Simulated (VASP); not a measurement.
# TiO2 (C2/c) in VASP: further runs

The runs below take TiO2 through single point, with r2SCAN.

Everything below comes from runs of VASP 6.6.1. Logs are shortened: lines on timing, memory, paths and dates and some standing lists are left out, and cuts for length are marked.

## 1. The cell of the first run

It takes space group C2/c (No. 15, monoclinic). Conventional cell: a = 5.412 Å, b = 5.413 Å, c = 5.472 Å, α = 90.00°, β = 118.77°, γ = 90.00°. Ti (site symmetry 2) has 6 O at 1.93 to 2.00 Å within 2.6 Å. O (site symmetry 1) has 3 Ti at 1.93 to 2.00 Å and 2 O at 2.50 Å within 2.6 Å.

## 2. Single point, r2SCAN

POSCAR reads:

```
TiO2
1.0
    2.7060340000     -2.7066550000      0.0000000000
    2.7060340000      2.7066550000      0.0000000000
   -2.6335310000      0.0000000000      4.7966370000
Ti O
2 4
Direct
    0.1341100000      0.8658900000      0.2500000000
    0.8658900000      0.1341100000      0.7500000000
    0.3312210000      0.0887550000      0.6671490000
    0.6687790000      0.9112450000      0.3328510000
    0.9112450000      0.6687790000      0.8328510000
    0.0887550000      0.3312210000      0.1671490000
```

INCAR.step1 reads:

```
SYSTEM = TiO2
PREC = Accurate
ENCUT = 520
ISMEAR = 0
SIGMA = 0.02
LREAL = .False.
LASPH = .True.
NELM = 80
NBANDS = 33
GGA = PE
ALGO = Normal
EDIFF = 1E-4
LWAVE = .True.
LCHARG = .False.
```

INCAR.step2 reads:

```
SYSTEM = TiO2
PREC = Accurate
ENCUT = 520
EDIFF = 1E-7
ISMEAR = 0
SIGMA = 0.02
LREAL = .False.
LASPH = .True.
NELM = 80
ALGO = Normal
ISIF = 2
LWAVE = .False.
LCHARG = .False.
METAGGA = R2SCAN
LMIXTAU = .True.
NBANDS = 33
ISTART = 1
```

KPOINTS reads:

```
regular mesh
0
Gamma
  4 4 4
  0 0 0
```

Potentials or basis: VASP PAW PBE potentials, release 64 (Ti_sv, O).

Launch:

```console
cat potpaw_PBE.64/Ti_sv/POTCAR potpaw_PBE.64/O/POTCAR > POTCAR
cp INCAR.step1 INCAR
mpirun -np 1 vasp_std > vasp.out
cp INCAR.step2 INCAR
mpirun -np 1 vasp_std > vasp.out
```

OUTCAR:

```text
SYSTEM = TiO2
   PREC = Accurate
   ENCUT = 520
   EDIFF = 1E-7
   ISMEAR = 0
   LREAL = .False.
   LASPH = .True.
   NELM = 80
   ISIF = 2
   METAGGA = R2SCAN
   ISTART = 1

 ion  position               nearest neighbor table
   1  0.134  0.866  0.250-   4 1.93   6 1.93   6 1.98   4 1.98   3 2.00   5 2.00
   2  0.866  0.134  0.750-   5 1.93   3 1.93   5 1.98   3 1.98   6 2.00   4 2.00
   3  0.331  0.089  0.667-   2 1.93   2 1.98   1 2.00
   4  0.669  0.911  0.333-   1 1.93   1 1.98   2 2.00
   5  0.911  0.669  0.833-   2 1.93   2 1.98   1 2.00
   6  0.089  0.331  0.167-   1 1.93   1 1.98   2 2.00

  LATTYP: Found a base centered monoclinic cell.
 ALAT       =     5.4120680000
 B/A-ratio  =     1.0002294871
 C/A-ratio  =     1.0110809974
 COS(beta)  =    -0.4812705001

  Lattice vectors:

 A1 = (   2.7060340000,  -2.7066550000,   0.0000000000)
 A2 = (   2.7060340000,   2.7066550000,   0.0000000000)
 A3 = (  -2.6335310000,   0.0000000000,   4.7966370000)

Analysis of symmetry for initial positions (statically):
=====================================================================
 Subroutine PRICEL returns:
 Original cell was already a primitive cell.

 Routine SETGRP: Setting up the symmetry group for a
 base centered monoclinic supercell.

 Subroutine GETGRP returns: Found  4 space group operations
 (whereof  2 operations were pure point group operations)
 out of a pool of  4 trial point group operations.

The static configuration has the point symmetry S_2 .
 The point group associated with its full space group is C_2h.

Analysis of symmetry for dynamics (positions and initial velocities):
=====================================================================
 Subroutine PRICEL returns:
 Original cell was already a primitive cell.

 Routine SETGRP: Setting up the symmetry group for a
 base centered monoclinic supercell.

 Subroutine GETGRP returns: Found  4 space group operations
 (whereof  2 operations were pure point group operations)
 out of a pool of  4 trial point group operations.

The dynamic configuration has the point symmetry S_2 .
 The point group associated with its full space group is C_2h.

 Subroutine INISYM returns: Found  4 space group operations
 (whereof  2 operations are pure point group operations),
 and found     1 'primitive' translations

----------------------------------------------------------------------------------------

                                     Primitive cell

  volume of cell :      70.2640

  direct lattice vectors                    reciprocal lattice vectors
     2.706034000 -2.706655000  0.000000000     0.184772253 -0.184729860  0.101446796
     2.706034000  2.706655000  0.000000000     0.184772253  0.184729860  0.101446796
    -2.633531000  0.000000000  4.796637000     0.000000000  0.000000000  0.208479399

  length of vectors
     3.827349122  3.827349122  5.472039111     0.280280858  0.280280858  0.208479399

  position of ions in fractional coordinates (direct lattice)
     0.134110000  0.865890000  0.250000000
     0.865890000  0.134110000  0.750000000
     0.331221000  0.088755000  0.667149000
     0.668779000  0.911245000  0.332851000
     0.911245000  0.668779000  0.832851000
     0.088755000  0.331221000  0.167149000

  ion indices of the primitive-cell ions
   primitive index   ion index
                 1           1
                 2           2
                 3           3
                 4           4
                 5           5
                 6           6

----------------------------------------------------------------------------------------

 KPOINTS: regular mesh

Automatic generation of k-mesh.
 Grid dimensions read from file:
 generate k-points for:    4    4    4

 Generating k-lattice:

  Cartesian coordinates                     Fractional coordinates (reciprocal lattice)
     0.046193063 -0.046182465  0.025361699     0.250000000  0.000000000  0.000000000
     0.046193063  0.046182465  0.025361699     0.000000000  0.250000000  0.000000000
     0.000000000  0.000000000  0.052119850     0.000000000  0.000000000  0.250000000

  Length of vectors
     0.070070215  0.070070215  0.052119850

  Shift w.r.t. Gamma in fractional coordinates (k-lattice)
     0.000000000  0.000000000  0.000000000

 Subroutine IBZKPT returns following result:
 ===========================================

 Found     24 irreducible k-points:

 Following reciprocal coordinates:
            Coordinates               Weight
  0.000000  0.000000  0.000000      1.000000
  0.250000  0.000000  0.000000      4.000000
  0.500000  0.000000  0.000000      2.000000
  0.250000  0.250000  0.000000      2.000000
  0.500000  0.250000  0.000000      4.000000
 -0.250000  0.250000  0.000000      2.000000
[... 16 lines left out ...]
 -0.250000  0.250000  0.500000      2.000000
  0.500000  0.500000  0.500000      1.000000
[... 54 lines left out ...]
   NGX = 15   NGY = 15   NGZ = 21

 number of electron      47.9999994 magnetization

 Free energy of the ion-electron system (eV)
  ---------------------------------------------------
  ext. energy  EPLUGINS =         0.00000000
  ---------------------------------------------------
  free energy    TOTEN  =       -69.82158091 eV

  energy without entropy =      -69.82158091  energy(sigma->0) =      -69.82158091

 E-fermi :   2.8920     XC(G=0): -11.3024

 val. band max:        2.7642918562   @ k =   0.5000   0.5000   0.0000
 cond. band min:       5.2247965324   @ k =   0.0000   0.0000   0.0000
 fundamental gap:      2.4605046761
 Fermi energy:         2.8919912863

 k-point     1 :       0.0000    0.0000    0.0000
  band No.  band energies     occupation
      1     -55.9505      2.00000
      2     -55.8970      2.00000
      3     -31.3264      2.00000
      4     -31.1022      2.00000
      5     -31.1018      2.00000
      6     -31.0412      2.00000
[... 25 lines left out ...]
     32       8.1414      0.00000
     33       8.1488      0.00000

 k-point     2 :       0.2500    0.0000    0.0000
  band No.  band energies     occupation
      1     -55.9434      2.00000
      2     -55.9021      2.00000
      3     -31.3094      2.00000
      4     -31.1648      2.00000
      5     -31.1068      2.00000
      6     -31.0629      2.00000
[... 25 lines left out ...]
     32       8.6456      0.00000
     33       9.1201      0.00000

 k-point     3 :       0.5000    0.0000    0.0000
  band No.  band energies     occupation
      1     -55.9336      2.00000
      2     -55.9099      2.00000
      3     -31.2872      2.00000
      4     -31.2302      2.00000
      5     -31.1111      2.00000
      6     -31.0766      2.00000
[... 25 lines left out ...]
     32       8.8773      0.00000
     33       9.5474      0.00000

 k-point     4 :       0.2500    0.2500    0.0000
  band No.  band energies     occupation
      1     -55.9336      2.00000
      2     -55.9098      2.00000
      3     -31.2763      2.00000
      4     -31.2098      2.00000
      5     -31.1388      2.00000
      6     -31.0882      2.00000
[... 25 lines left out ...]
     32       9.4102      0.00000
     33       9.8652      0.00000

 k-point     5 :       0.5000    0.2500    0.0000
  band No.  band energies     occupation
      1     -55.9293      2.00000
      2     -55.9121      2.00000
      3     -31.2996      2.00000
      4     -31.2421      2.00000
      5     -31.1412      2.00000
      6     -31.1164      2.00000
[... 604 lines left out ...]
 k-point    22 :       0.5000    0.2500    0.5000
  band No.  band energies     occupation
      1     -55.9312      2.00000
      2     -55.9102      2.00000
      3     -31.3114      2.00000
      4     -31.2378      2.00000
      5     -31.1443      2.00000
      6     -31.1111      2.00000
[... 25 lines left out ...]
     32       9.4898      0.00000
     33      10.1575      0.00000

 k-point    23 :      -0.2500    0.2500    0.5000
  band No.  band energies     occupation
      1     -55.9217      2.00000
      2     -55.9217      2.00000
      3     -31.2360      2.00000
      4     -31.2360      2.00000
      5     -31.1196      2.00000
      6     -31.1196      2.00000
[... 25 lines left out ...]
     32       8.8672      0.00000
     33       9.9888      0.00000

 k-point    24 :       0.5000    0.5000    0.5000
  band No.  band energies     occupation
      1     -55.9197      2.00000
      2     -55.9197      2.00000
      3     -31.2903      2.00000
      4     -31.2903      2.00000
      5     -31.1511      2.00000
      6     -31.1511      2.00000
[... 25 lines left out ...]
     32       9.4256      0.00000
     33      10.3937      0.00000

------------------------ aborting loop because EDIFF is reached ----------------------------------------

  FORCE on cell =-STRESS in cart. coord.  units (eV):
  Direction    XX          YY          ZZ          XY          YZ          ZX
  --------------------------------------------------------------------------------------
  -------------------------------------------------------------------------------------
  Total       -2.3055817     -2.3253096     -2.2674432      0.0000000      0.0000000     -0.1023411
  in kB      -52.5724361    -53.0222757    -51.7027916      0.0000000      0.0000000     -2.3336069
  external PRESSURE =     -52.4325012 kB  Pullay stress =       0.0000000 kB

 VOLUME and BASIS-vectors are now :
 -----------------------------------------------------------------------------
  energy-cutoff  :      520.00
  volume of cell :       70.26
      direct lattice vectors                 reciprocal lattice vectors
     2.706034000 -2.706655000  0.000000000     0.184772253 -0.184729860  0.101446796
     2.706034000  2.706655000  0.000000000     0.184772253  0.184729860  0.101446796
    -2.633531000  0.000000000  4.796637000     0.000000000  0.000000000  0.208479399

 POSITION                                       TOTAL-FORCE (eV/Angst)
 -----------------------------------------------------------------------------------
      2.04765      1.98068      1.19916         0.000000      0.092858      0.000000
      0.73089     -1.98068      3.59748         0.000000     -0.092858      0.000000
     -0.62049     -0.65627      3.20007        -0.003396     -0.031359     -0.189453
      3.39903      0.65627      1.59657         0.003396      0.031359      0.189453
      2.08226     -0.65627      3.99488         0.003396     -0.031359      0.189453
      0.69628      0.65627      0.80175        -0.003396      0.031359     -0.189453
 -----------------------------------------------------------------------------------
    total drift:                               -0.000000      0.000000     -0.000000

  FREE ENERGIE OF THE ION-ELECTRON SYSTEM (eV)
  ---------------------------------------------------
  free  energy   TOTEN  =       -69.8215809144 eV

  energy  without entropy=      -69.8215809144  energy(sigma->0) =      -69.82158091
```

It took 1.8 min on 1 thread of Intel Xeon 6975P-C (Granite Rapids), shared host; peak memory 0.21 GiB.

What came out:

```
Free energy            : -69.8216 eV
Pressure               : -5.2 GPa
Largest force          : 0.192 eV/Å
Band gap on the k mesh : 2.46 eV, indirect (least direct gap 2.81 eV)
```

Forces on the atoms (eV/Å):
```
Ti   0.000  0.093  0.000
Ti   0.000 -0.093  0.000
O   -0.003 -0.031 -0.189
O    0.003  0.031  0.189
O    0.003 -0.031  0.189
O   -0.003  0.031 -0.189
```

Levels at points of the mesh, in eV from the valence-band top:
```csv
k point,band 21,band 22,band 23,band 24,band 25,band 26,band 27,band 28
"(0.00, 0.00, 0.00)",-0.79,-0.76,-0.46,-0.45,2.46,3.17,4.21,4.22
"(0.50, 0.00, 0.00)",-1.86,-0.93,-0.91,-0.66,3.60,3.75,3.76,4.01
"(0.50, 0.50, 0.00)",-2.19,-1.89,-0.02,0.00,3.61,3.65,3.89,4.24
"(0.00, 0.00, 0.50)",-1.29,-1.29,-0.15,-0.15,2.80,2.80,4.05,4.05
"(0.50, 0.00, 0.50)",-1.89,-0.91,-0.91,-0.66,3.46,3.84,3.88,3.88
"(0.50, 0.50, 0.50)",-2.04,-2.04,-0.02,-0.02,3.63,3.63,4.07,4.07
```

Caveat: the k points lie up to 0.44 Å⁻¹ apart; the PAW data sets were made with another functional, which shifts forces and pressure a little.

## 3. Single point, r2SCAN

POSCAR is that of step 2.

INCAR.step1 reads:

```
SYSTEM = TiO2
PREC     = Accurate       ! precision mode
ENCUT    = 520            ! plane-wave cutoff, eV
ISMEAR   = 1              ! smearing method
SIGMA    = 0.99           ! smearing width, eV
LREAL    = .FALSE.        ! projectors in reciprocal space
LASPH    = .TRUE.         ! aspherical terms in the spheres
NELM     = 60             ! most SCF steps
NBANDS   = 33             ! bands
GGA      = PE             ! functional
ALGO     = Normal         ! electronic algorithm
EDIFF    = 1E-4           ! SCF threshold, eV
LWAVE    = .TRUE.         ! write WAVECAR
LCHARG   = .FALSE.        ! write CHGCAR
```

INCAR.step2 reads:

```
SYSTEM = TiO2
PREC     = Accurate       ! precision mode
ENCUT    = 520            ! plane-wave cutoff, eV
EDIFF    = 1E-7           ! SCF threshold, eV
ISMEAR   = 1              ! smearing method
SIGMA    = 0.99           ! smearing width, eV
LREAL    = .FALSE.        ! projectors in reciprocal space
LASPH    = .TRUE.         ! aspherical terms in the spheres
NELM     = 60             ! most SCF steps
ALGO     = Normal         ! electronic algorithm
ISIF     = 2              ! what is computed and relaxed
LWAVE    = .FALSE.        ! write WAVECAR
LCHARG   = .FALSE.        ! write CHGCAR
METAGGA  = R2SCAN         ! meta-GGA
LMIXTAU  = .TRUE.       
NBANDS   = 33             ! bands
ISTART   = 1
```

KPOINTS reads:

```
regular mesh
0
G
  8 8 6
  0 0 0
```

Potentials or basis: VASP PAW PBE potentials, release 64 (Ti_sv, O).

Launch:

```console
cat potpaw_PBE.64/Ti_sv/POTCAR potpaw_PBE.64/O/POTCAR > POTCAR
cp INCAR.step1 INCAR
mpirun -np 1 vasp_std > vasp.out
cp INCAR.step2 INCAR
mpirun -np 1 vasp_std > vasp.out
```

It took 14 min on 1 thread of Intel Xeon 6975P-C, shared host; peak memory 0.33 GiB.

The run converged. Its results:

- Free energy: -69.6916 eV
- Pressure: -5.3 GPa
- Largest force: 0.114 eV/Å
- Band gap on the k mesh: 2.48 eV, indirect (least direct gap 2.84 eV)

Forces on the atoms (eV/Å):
```
Ti   0.000  0.086  0.000
Ti   0.000 -0.086  0.000
O    0.005 -0.031 -0.110
O   -0.005  0.031  0.110
O   -0.005 -0.031  0.110
O    0.005  0.031 -0.110
```

Stress tensor (GPa, compression positive):
```
-5.64  0.00 -0.22
 0.00 -5.68  0.00
-0.22  0.00 -4.69
```

Levels at points of the mesh, in eV from the valence-band top:
| k point | band 21 | band 22 | band 23 | band 24 | band 25 | band 26 | band 27 | band 28 |
| --- | --- | --- | --- | --- | --- | --- | --- | --- |
| (0.00, 0.00, 0.00) | -0.78 | -0.75 | -0.46 | -0.46 | 2.48 | 3.19 | 4.23 | 4.24 |
| (0.50, 0.00, 0.00) | -1.86 | -0.93 | -0.90 | -0.65 | 3.62 | 3.77 | 3.77 | 4.03 |
| (0.50, 0.50, 0.00) | -2.18 | -1.88 | -0.02 | 0.00 | 3.63 | 3.67 | 3.91 | 4.26 |
| (0.00, 0.00, 0.50) | -1.28 | -1.28 | -0.14 | -0.14 | 2.82 | 2.82 | 4.07 | 4.07 |
| (0.50, 0.00, 0.50) | -1.89 | -0.91 | -0.90 | -0.65 | 3.48 | 3.86 | 3.90 | 3.90 |
| (0.50, 0.50, 0.50) | -2.03 | -2.03 | -0.02 | -0.02 | 3.65 | 3.65 | 4.09 | 4.09 |

Caveat: the PAW data sets were made with another functional, which shifts forces and pressure a little.

## 4. Single point, r2SCAN

POSCAR is that of step 3.

INCAR.step1 reads:

```
SYSTEM = TiO2
ALGO = Normal
EDIFF = 1E-4
ENCUT = 520
GGA = PE
ISMEAR = 1
LASPH = .True.
LCHARG = .False.
LREAL = .False.
LWAVE = .True.
NBANDS = 33
NELM = 80
PREC = Accurate
SIGMA = 0.13
```

INCAR.step2 reads:

```
SYSTEM = TiO2
ALGO = Normal
EDIFF = 1E-7
ENCUT = 520
ISIF = 2
ISMEAR = 1
ISTART = 1
LASPH = .True.
LCHARG = .False.
LMIXTAU = .True.
LREAL = .False.
LWAVE = .False.
METAGGA = R2SCAN
NBANDS = 33
NELM = 80
PREC = Accurate
SIGMA = 0.13
```

KPOINTS reads:

```
k-points
0
Gamma
  8 8 6
  0 0 0
```

Launch:

```console
cat potpaw_PBE.64/Ti_sv/POTCAR potpaw_PBE.64/O/POTCAR > POTCAR
cp INCAR.step1 INCAR
mpirun -np 1 vasp_std > vasp.out
cp INCAR.step2 INCAR
mpirun -np 1 vasp_std > vasp.out
```

Wall time 12 min (1 thread of Intel Xeon 6975P-C, shared host); peak memory 0.33 GiB.

It converged, with:

```
Free energy            : -69.8253 eV
Pressure               : -5.2 GPa
Largest force          : 0.198 eV/Å
Band gap on the k mesh : 2.46 eV, indirect (least direct gap 2.82 eV)
```

Forces in eV/Å, atoms in the order of the input:
```
Ti   0.000  0.095  0.000
Ti   0.000 -0.095  0.000
O   -0.004 -0.030 -0.195
O    0.004  0.030  0.195
O    0.004 -0.030  0.195
O   -0.004  0.030 -0.195
```

Stress tensor (GPa, compression positive):
```
-5.24  0.00 -0.23
 0.00 -5.29  0.00
-0.23  0.00 -5.22
```

Levels at points of the mesh, in eV from the valence-band top:
```
           k point  band 22  band 23  band 24  band 25  band 26  band 27
(0.00, 0.00, 0.00)    -0.76    -0.46    -0.45     2.46     3.18     4.21
(0.50, 0.00, 0.00)    -0.93    -0.91    -0.66     3.61     3.75     3.76
(0.50, 0.50, 0.00)    -1.89    -0.02     0.00     3.61     3.65     3.90
(0.00, 0.00, 0.50)    -1.29    -0.15    -0.15     2.81     2.81     4.05
(0.50, 0.00, 0.50)    -0.91    -0.91    -0.66     3.46     3.84     3.88
(0.50, 0.50, 0.50)    -2.04    -0.02    -0.02     3.64     3.64     4.08
```

Caveat: the PAW data sets were made with another functional, which shifts forces and pressure a little.

## 5. Overview

```tsv
k mesh	smearing	gap on the mesh (eV)	pressure (GPa)	largest force (eV/Å)
4 × 4 × 4	gaussian 0.02 eV	2.46	-5.2	0.19
8 × 8 × 6	methfessel-paxton 0.99 eV	2.48	-5.3	0.11
8 × 8 × 6	methfessel-paxton 0.13 eV	2.46	-5.2	0.20
```

Alike in all rows: task single point; level r2SCAN; potentials or basis VASP PAW PBE potentials, release 64 (Ti_sv, O); no spin polarisation; cell as given; cutoff (eV) 520.

Caveats: some runs use coarse meshes; the PAW data sets were made with another functional, which shifts forces and pressure a little.

Total energies depend on the potentials used, so only differences within one code and one set of settings carry meaning.
